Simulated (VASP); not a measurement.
# H27C3N5O3 in VASP: notebook, part 2 of 2

VASP 6.6.1. The steps go on from the part before.

### Step 3. Single point, PBE+D3(BJ)

INCAR reads:

```
SYSTEM = H27C3N5O3
PREC = Accurate
ENCUT = 520
EDIFF = 1E-6
ISMEAR = -1
SIGMA = 0.02
LREAL = Auto
LASPH = .True.
NELM = 100
ALGO = Normal
ISIF = 2
LWAVE = .False.
LCHARG = .False.
GGA = PE
IVDW = 12
NBANDS = 66
```

KPOINTS reads:

```
regular mesh
0
Gamma
  1 1 1
  0 0 0
```

POSCAR reads:

```
H27C3N5O3
1.0
    7.5804670000      0.0000000000      0.0000000000
    0.0000000000      7.5804670000      0.0000000000
    0.0000000000      0.0000000000      7.5804670000
C O H N
3 3 27 5
Direct
    0.1061939851      0.1476953860      0.2554591953
    0.2941903184      0.6742328672      0.8958155217
    0.4883076465      1.0950116926      0.6646556208
    0.0127696618      0.2110292150      0.4066767918
    0.1483285924      0.5747139325      0.9711406962
    0.5984327878      1.1563931351      0.8053593532
    0.0412903321      0.1710184874      0.1268655348
   -0.0386255886      0.1108243067      0.4671875756
    0.2394443509      0.2050005626      0.2512510113
    0.1213909381      0.0044456364      0.2646802631
    0.3861767355      0.6895881217      1.0065738694
    0.0785967408      0.5102192253      0.8844309988
    0.3753066928      0.6192098719      0.7898062217
    0.2487181858      0.8135910360      0.8708302536
    0.4752081897      0.9534504932      0.6600648746
    0.6073900196      1.0679685038      0.9008415972
    0.3615740297      1.1559446140      0.6696157374
    0.5456787821      1.1508130040      0.5435680942
    0.7713508943      0.8189996738      0.4419516634
    0.9695181049      0.8082351655      0.4952597248
    0.8289067151      0.8745107656      0.6375332813
    0.8277590286      0.4978453174      0.7135048540
    0.9741352347      0.3821532367      0.6006622019
    0.8710017470      0.2939792496      0.7652430912
    0.7453102823      0.4155416810      0.1738415325
    0.8067049167      0.4728996248      0.3654656105
    0.5976676635      0.4562383821      0.3193470798
    0.3022636996      0.7645703095      0.3767445990
    0.2150131384      0.5812702568      0.4699446617
    0.1507822671      0.6443270580      0.2723446986
    0.7096660404      0.7399016446      0.0873165202
    0.8627700642      0.8860403983      0.0084031762
    0.7221982498      0.9356943312      0.1725751197
    0.8620313234      0.8854335755      0.5077919342
    0.9275022238      0.4141169667      0.7259183372
    0.7133069770      0.5015785967      0.2722523560
    0.1941437117      0.6849578001      0.3877729433
    0.7318018798      0.8734422299      0.0546668167
```

Potentials or basis: VASP PAW PBE potentials, release 64 (C, O, H, N).

Command:

```sh
cat potpaw_PBE.64/C/POTCAR potpaw_PBE.64/O/POTCAR potpaw_PBE.64/H/POTCAR potpaw_PBE.64/N/POTCAR > POTCAR
mpirun -np 1 vasp_gam > vasp.out
```

OUTCAR:

```text
SYSTEM = H27C3N5O3
   PREC = Accurate
   ENCUT = 520
   EDIFF = 1E-6
   ISMEAR = -1
   LREAL = Auto
   LASPH = .True.
   NELM = 100
   ISIF = 2
   GGA = PE
   IVDW = 12
 IVDW          = 12

 ion  position               nearest neighbor table
   1  0.106  0.148  0.255-  10 1.09   9 1.10   7 1.11   4 1.43
   2  0.294  0.674  0.896-  13 1.09  11 1.10  14 1.13   5 1.46
   3  0.488  0.095  0.665-  17 1.07  15 1.08  18 1.10   6 1.43
   4  0.013  0.211  0.407-   8 0.97   1 1.43
   5  0.148  0.575  0.971-  12 0.97   2 1.46
[... 337 lines left out ...]
  -------------------------------------------------------------------------------------
  Total       0.87161    -0.83546     1.00964    -1.43153     1.99771     2.18944
  in kB       3.20585    -3.07289     3.71354    -5.26531     7.34776     8.05295
  external pressure =        1.28 kB  Pullay stress =        0.00 kB

 VOLUME and BASIS-vectors are now :
 -----------------------------------------------------------------------------
  energy-cutoff  :      520.00
  volume of cell :      435.60
      direct lattice vectors                 reciprocal lattice vectors
     7.580467000  0.000000000  0.000000000     0.131917994  0.000000000  0.000000000
     0.000000000  7.580467000  0.000000000     0.000000000  0.131917994  0.000000000
     0.000000000  0.000000000  7.580467000     0.000000000  0.000000000  0.131917994

 POSITION                                       TOTAL-FORCE (eV/Angst)
 -----------------------------------------------------------------------------------
      0.80500      1.11960      1.93650         0.232124     -0.432144      0.103993
      2.23010      5.11100      6.79070        -0.893955      0.864911      1.678891
      3.70160      0.72023      5.03840         1.071427      1.011487     -0.055240
      0.09680      1.59970      3.08280         0.573015      1.223646     -0.748326
      1.12440      4.35660      7.36170         1.379532      0.637427      0.420023
      4.53640      1.18553      6.10500         0.141775     -0.076511      0.353862
[... 30 lines left out ...]
      1.47170      5.19230      2.93950         0.189856      0.796402      1.707173
      5.54740      6.62110      0.41440         0.481792     -0.778846     -0.697542
 -----------------------------------------------------------------------------------
    total drift:                                0.004228      0.012176      0.006925

  FREE ENERGIE OF THE ION-ELECTRON SYSTEM (eV)
  ---------------------------------------------------
  free  energy   TOTEN  =      -190.9162090830 eV

  energy  without entropy=     -190.9162090830  energy(sigma->0) =     -190.91620908
```

Run time: 66 s. Hardware: 1 thread of Intel Xeon 6975P-C, shared host; peak memory 0.39 GiB.

What came out:

```
Free energy                : -190.9162 eV
Pressure                   : 0.1 GPa
Largest force              : 2.243 eV/Å
Band gap on the k mesh     : 3.95 eV
Dispersion energy per atom : -0.031 eV
```

Forces in eV/Å, atoms in the order of the input:
```
C    0.232 -0.432  0.104
C   -0.894  0.865  1.679
C    1.071  1.011 -0.055
O    0.573  1.224 -0.748
O    1.380  0.637  0.420
O    0.142 -0.077  0.354
H   -0.171  0.411  0.237
H   -0.695 -1.119  0.104
H   -0.082  0.172 -0.050
H    0.058 -0.240  0.069
H    0.206 -0.019  0.030
H   -0.480 -0.341 -1.073
H   -0.505 -0.381 -0.452
H    0.265 -0.684 -0.494
H    0.051 -0.663 -0.121
H    0.008 -0.257 -0.259
H   -1.316  0.270  0.385
H    0.221 -0.471 -0.230
H   -1.304 -0.629 -0.905
H    1.162 -0.428 -0.305
H   -0.217  0.208  0.189
H   -1.034  0.825 -0.189
H   -0.099  0.320  0.449
H    0.110  0.905 -0.064
H   -0.022  0.008 -0.276
H   -0.069  0.030  0.091
H   -0.601 -0.168  0.316
H   -0.109 -0.391 -0.026
H    0.241 -0.017 -0.062
H   -0.277 -0.599 -1.675
H    0.410  0.950 -0.283
H   -1.221 -0.271  0.722
H    0.293  0.316  0.233
N    0.490  0.924  1.196
N    0.956 -2.028 -0.081
N    0.556  0.120 -0.241
N    0.190  0.796  1.707
N    0.482 -0.779 -0.698
```

Caveat: the k points lie up to 0.83 Å⁻¹ apart.

### Step 4. Single point, PBE+D3(BJ)

INCAR reads:

```
PREC     = Accurate       # precision mode
ENCUT    = 520            # plane-wave cutoff, eV
EDIFF    = 1E-6           # SCF threshold, eV
ISMEAR   = -1             # smearing method
SIGMA    = 0.02           # smearing width, eV
LREAL    = Auto         
LASPH    = T              # aspherical terms in the spheres
NELM     = 100            # most SCF steps
ALGO     = Normal         # electronic algorithm
ISIF     = 2              # what is computed and relaxed
LWAVE    = F              # write WAVECAR
LCHARG   = T              # write CHGCAR
GGA      = PE             # functional
IVDW     = 12             # dispersion correction
LELF     = T              # ELF
LVHAR    = T            
NBANDS   = 66             # bands
```

KPOINTS reads:

```
Automatic mesh
0
Gamma
  1 1 1
```

POSCAR reads:

```
H27C3N5O3
1.0
    7.5804670000      0.0000000000      0.0000000000
    0.0000000000      7.5804670000      0.0000000000
    0.0000000000      0.0000000000      7.5804670000
C O H N
3 3 27 5
Direct
    0.1776671543      0.1454923556      0.2087470337
    0.2462645111      0.6227188905      0.8491297436
    0.4856692866      1.1369088474      0.7423421275
    0.0511314145      0.2353285094      0.3130677833
    0.1102570594      0.6129833426      0.9844116464
    0.6182996377      1.1885019749      0.8683897707
    0.1148873809      0.1071833701      0.0745072830
   -0.0221754148      0.1367066172      0.3677346000
    0.2908923685      0.2311467090      0.1898299933
    0.2349987145      0.0308292352      0.2747851814
    0.3107724102      0.7501120973      0.8656590682
    0.0141152254      0.5374470992      0.9177930595
    0.3452689656      0.5260757682      0.8712391994
    0.1929300662      0.6125348214      0.7148108421
    0.4398277837      0.9995822157      0.7644515833
    0.6679403789      1.0813054130      0.9266183732
    0.3711248924      1.2216265832      0.7602170157
    0.5457975083      1.1322125669      0.6095930501
    0.7615230038      0.9267239076      0.4833343381
    0.9650197013      0.8212422797      0.4890068118
    0.8941269713      0.9501789270      0.6570175690
    0.9153525766      0.4678999328      0.6485484338
    1.0070487742      0.3066038016      0.7773003959
    0.7919169096      0.3624051130      0.7913628540
    0.6703149028      0.3886040266      0.1332107903
    0.8226669940      0.4193673028      0.2781227067
    0.6165583202      0.3905168376      0.3495167250
    0.2801014766      0.6278768841      0.4641666536
    0.1387381543      0.5049556973      0.3657954055
    0.1990642529      0.6825700844      0.2850220178
    0.6298424622      0.7956765724      0.0986482759
    0.7612327842      0.7910330590     -0.0690854534
    0.8341306677      0.8329302139      0.1190691814
    0.8935861076      0.9360637016      0.5239255049
    0.9133078477      0.4074946834      0.7729866775
    0.6943239777      0.4477956305      0.2530450960
    0.1599637595      0.6343672494      0.4044078023
    0.7268549550      0.8637726409      0.0364621335
```

Potentials or basis: VASP PAW PBE potentials, release 64 (C, O, H, N).

Command:

```sh
cat potpaw_PBE.64/C/POTCAR potpaw_PBE.64/O/POTCAR potpaw_PBE.64/H/POTCAR potpaw_PBE.64/N/POTCAR > POTCAR
mpirun -np 1 vasp_gam > vasp.out
```

OUTCAR:

```text
PREC = Accurate
   ENCUT = 520
   EDIFF = 1E-6
   ISMEAR = -1
   LREAL = Auto
   LASPH = T
   NELM = 100
   ISIF = 2
   GGA = PE
   IVDW = 12
 IVDW          = 12

 ion  position               nearest neighbor table
   1  0.178  0.145  0.209-   9 1.09  10 1.09   7 1.16   4 1.42
   2  0.246  0.623  0.849-  13 1.06  11 1.09  14 1.10   5 1.46
   3  0.486  0.137  0.742-  17 1.09  18 1.11  15 1.11   6 1.44
   4  0.051  0.235  0.313-   8 1.02   1 1.42
   5  0.110  0.613  0.984-  12 1.06   2 1.46
   6  0.618  0.189  0.868-  16 1.00   3 1.44
   7  0.115  0.107  0.075-   1 1.16
   8  0.978  0.137  0.368-   4 1.02
   9  0.291  0.231  0.190-   1 1.09
  10  0.235  0.031  0.275-   1 1.09
  11  0.311  0.750  0.866-   2 1.09
  12  0.014  0.537  0.918-   5 1.06
[... 19 lines left out ...]
  32  0.761  0.791  0.931-  38 1.01
  33  0.834  0.833  0.119-  38 1.05
  34  0.894  0.936  0.524-  21 1.01  19 1.05  20 1.06
  35  0.913  0.407  0.773-  24 0.99  23 1.04  22 1.05
  36  0.694  0.448  0.253-  26 1.01  25 1.03  27 1.03
  37  0.160  0.634  0.404-  28 1.02  30 1.02  29 1.04
  38  0.727  0.864  0.036-  32 1.01  31 1.01  33 1.05

  LATTYP: Found a simple cubic cell.
[... 235 lines left out ...]

 k-point     1 :       0.0000    0.0000    0.0000
  band No.  band energies     occupation
      1     -22.4408      2.00000
      2     -22.3665      2.00000
      3     -21.3919      2.00000
      4     -18.8835      2.00000
      5     -18.6446      2.00000
      6     -18.5793      2.00000
[... 45 lines left out ...]
     52       4.6620      0.00000
     53       4.8730      0.00000
 [bands above 53 left out]

------------------------ aborting loop because EDIFF is reached ----------------------------------------

 Edisp (eV)   -1.18083

 E8    (eV) :    -0.2424

  FORCE on cell =-STRESS in cart. coord.  units (eV):
  Direction    XX          YY          ZZ          XY          YZ          ZX
  --------------------------------------------------------------------------------------
  -------------------------------------------------------------------------------------
  Total      -2.57619    -1.62110    -4.34697     1.66681    -0.41194    -1.28299
  in kB      -9.47548    -5.96255   -15.98855     6.13068    -1.51517    -4.71896
  external pressure =      -10.48 kB  Pullay stress =        0.00 kB

 VOLUME and BASIS-vectors are now :
 -----------------------------------------------------------------------------
  energy-cutoff  :      520.00
  volume of cell :      435.60
      direct lattice vectors                 reciprocal lattice vectors
     7.580467000  0.000000000  0.000000000     0.131917994  0.000000000  0.000000000
     0.000000000  7.580467000  0.000000000     0.000000000  0.131917994  0.000000000
     0.000000000  0.000000000  7.580467000     0.000000000  0.000000000  0.131917994

 POSITION                                       TOTAL-FORCE (eV/Angst)
 -----------------------------------------------------------------------------------
      1.34680      1.10290      1.58240        -0.479833     -0.084482     -1.360741
      1.86680      4.72050      6.43680        -1.065357      1.033800      0.905755
      3.68160      1.03783      5.62730         0.715658     -1.032594      0.502289
      0.38760      1.78390      2.37320        -0.657750     -1.008926      0.724630
      0.83580      4.64670      7.46230        -0.340196     -0.547469     -1.294906
      4.68700      1.42893      6.58280        -0.290762     -0.107319     -0.017888
[... 30 lines left out ...]
      1.21260      4.80880      3.06560         0.282629     -0.532363     -0.556775
      5.50990      6.54780      0.27640         1.212885      0.204178      1.050564
 -----------------------------------------------------------------------------------
    total drift:                               -0.006045     -0.005835     -0.010564

  FREE ENERGIE OF THE ION-ELECTRON SYSTEM (eV)
  ---------------------------------------------------
  free  energy   TOTEN  =      -190.9877398721 eV

  energy  without entropy=     -190.9877398721  energy(sigma->0) =     -190.98773987
```

stdout:

```text
POSCAR found type information on POSCAR C O H N
 POSCAR found :  4 types and      38 ions
 scaLAPACK will be used
 LDA part: xc-table for (Slater+PW92), standard interpolation
 POSCAR, INCAR and KPOINTS ok, starting setup
 FFT: planning ... GRIDC
 FFT: planning ... GRID_SOFT
 FFT: planning ... GRID
 WAVECAR not read
 entering main loop
```

It took 63 s on 1 thread of Intel Xeon 6975P-C, shared host; peak memory 0.4 GiB.

Results:

| Item | Value |
| --- | --- |
| Free energy | -190.9877 eV |
| Pressure | -1.0 GPa |
| Largest force | 2.474 eV/Å |
| Band gap on the k mesh | 3.72 eV |
| Dispersion energy per atom | -0.031 eV |

Forces on the atoms (eV/Å):
```
C   -0.480 -0.084 -1.361
C   -1.065  1.034  0.906
C    0.716 -1.033  0.502
O   -0.658 -1.009  0.725
O   -0.340 -0.547 -1.295
O   -0.291 -0.107 -0.018
H    0.894  0.182  1.162
H    0.488  0.832  0.108
H    0.147  0.495 -0.438
H   -0.300 -0.534  0.118
H    0.138  0.405 -0.198
H    0.572  0.512  0.759
H    0.935 -1.166  0.111
H   -0.091  0.034  0.072
H    0.073  0.187  0.210
H   -0.142 -0.087  0.177
H   -0.101  0.353 -0.459
H   -0.408  0.538 -0.140
H    1.139 -0.201  0.363
H   -0.597  0.689  0.275
H    0.037  0.009  0.170
H    0.299 -0.612  0.869
H   -0.991  0.565 -0.335
H   -1.193 -1.012  0.453
H   -0.278 -0.019  0.389
H    0.308 -0.155  0.246
H    0.410  0.056 -0.606
H    0.210 -0.033  0.573
H   -0.316  0.028  0.378
H   -0.389  0.495 -0.608
H   -0.500 -0.256 -0.052
H   -0.088 -0.562 -0.730
H   -0.563  0.602 -0.499
N   -0.460 -0.398 -1.106
N    1.967  0.980 -1.135
N   -0.577  0.149 -0.080
N    0.283 -0.532 -0.557
N    1.213  0.204  1.051
```

Caveat: the k points lie up to 0.83 Å⁻¹ apart.
